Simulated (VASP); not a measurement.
Wanted: the native input for a VASP 6.6.1 run.

| Property | Result |
| --- | --- |
| Task | single point |
| Functional | PBEsol |
| Potentials or basis | VASP PAW PBE potentials, release 64 (Ti_sv, Si) |
| Cutoff | 520 eV |
| k mesh | 18 × 18 × 12 |
| Occupations | gaussian, width 0.15 eV |
| Spin | no spin polarisation |
| Dipole correction | no |
| Further INCAR settings | ALGO = Normal; EDIFF = 1e-07; NBANDS = 15 |

The structure of TiSi lies in POSCAR:

```
TiSi
1.0
    1.8706633400     -2.1811527200      0.0000000000
    1.8706633400      2.1811527200      0.0000000000
    0.0000000000      0.0000000000      3.8039340000
Ti Si
1 1
Direct
    0.5000000000      0.5000000000      0.0000000000
    0.0000000000      0.0000000000      0.5000000000
```

This cell differs from its parent crystal: strain +0.030 along x and y, +0.000 along z.

These files were run (other wordings do the same):

INCAR

```
ALGO     = Normal         # electronic algorithm
EDIFF    = 1E-7           # SCF threshold, eV
ENCUT    = 520            # plane-wave cutoff, eV
GGA      = PS             # functional
ISIF     = 2              # what is computed and relaxed
ISMEAR   = 0              # smearing method
LASPH    = T              # aspherical terms in the spheres
LCHARG   = F              # write CHGCAR
LREAL    = F              # projectors in reciprocal space
LWAVE    = F              # write WAVECAR
NBANDS   = 15             # bands
NELM     = 100            # most SCF steps
PREC     = Accurate       # precision mode
SIGMA    = 0.15           # smearing width, eV
```

KPOINTS

```
k-points
0
Gamma
  18 18 12
```

Potentials or basis: VASP PAW PBE potentials, release 64 (Ti_sv, Si).

The run is started by

```sh
$ cat potpaw_PBE.64/Ti_sv/POTCAR potpaw_PBE.64/Si/POTCAR > POTCAR
$ mpirun -np 1 vasp_std > vasp.out
```

It gave:

* Pressure: -10.5 GPa
* Band gap on the k mesh: zero (band 8 reaches 9.89 eV, above the bottom of band 9 at 8.54 eV)

Caveat: the cell differs from its parent crystal (strain +0.030 along x and y, +0.000 along z); the PAW data sets were made with another functional, which shifts forces and pressure a little.

Run time: 2.7 min on 1 thread of Intel Xeon 6975P-C (shared host), peak memory 0.39 GiB.
